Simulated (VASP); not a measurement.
The system is Sb.

```
CELL_PARAMETERS angstrom
2.15420 1.24373 3.75800
-2.15420 1.24373 3.75800
0.00000 -2.48746 3.75800
ATOMIC_POSITIONS crystal
Sb 0.23349 0.23349 0.23349
Sb 0.76651 0.76651 0.76651
```

```yaml
Program: VASP 6.6.1
Task: relaxation of cell and atoms
Functional: PBEsol
Potentials_or_basis: VASP PAW PBE potentials, release 64 (Sb)
Cutoff: 600 eV
k_mesh: 12 × 12 × 12
Occupations: gaussian, width 0.1 eV
Spin: no spin polarisation
```

At the start: pressure 0.2 GPa; volume 30.21 Å³/atom.

Task: How do energy, volume and symmetry change on relaxing?

Result: Over 11 steps the energy falls by 3.5 meV/atom and the volume is 29.81 Å³/atom (-1.3 %); space group R-3m (No. 166, to 0.1 Å) before and after.

The path:
```csv
step,energy change (eV),largest force (eV/Å),pressure (GPa),volume (Å³)
1,0.0000,0.1951,0.23,60.41
2,-0.0029,0.0752,-0.43,60.79
3,-0.0030,0.0471,-0.59,60.88
4,-0.0053,0.0264,-0.37,60.42
5,-0.0069,0.0051,0.03,59.67
6,-0.0069,0.0070,0.05,59.62
7,-0.0070,0.0098,0.00,59.65
8,-0.0070,0.0114,-0.04,59.68
9,-0.0070,0.0114,-0.04,59.68
10,-0.0070,0.0012,0.02,59.62
11,-0.0070,0.0032,0.01,59.63
```

Final structure:
```cif
data_structure
_symmetry_space_group_name_H-M 'P 1'
_symmetry_Int_Tables_number 1
_cell_length_a 4.4469
_cell_length_b 4.4469
_cell_length_c 4.4469
_cell_angle_alpha 58.210
_cell_angle_beta 58.210
_cell_angle_gamma 58.210
_cell_volume 59.63
loop_
_atom_site_label
_atom_site_type_symbol
_atom_site_fract_x
_atom_site_fract_y
_atom_site_fract_z
_atom_site_occupancy
Sb1 Sb 0.23627 0.23627 0.23627 1
Sb2 Sb 0.76373 0.76373 0.76373 1
```

Caveat: the PAW data sets were made with another functional, which shifts forces and pressure a little.
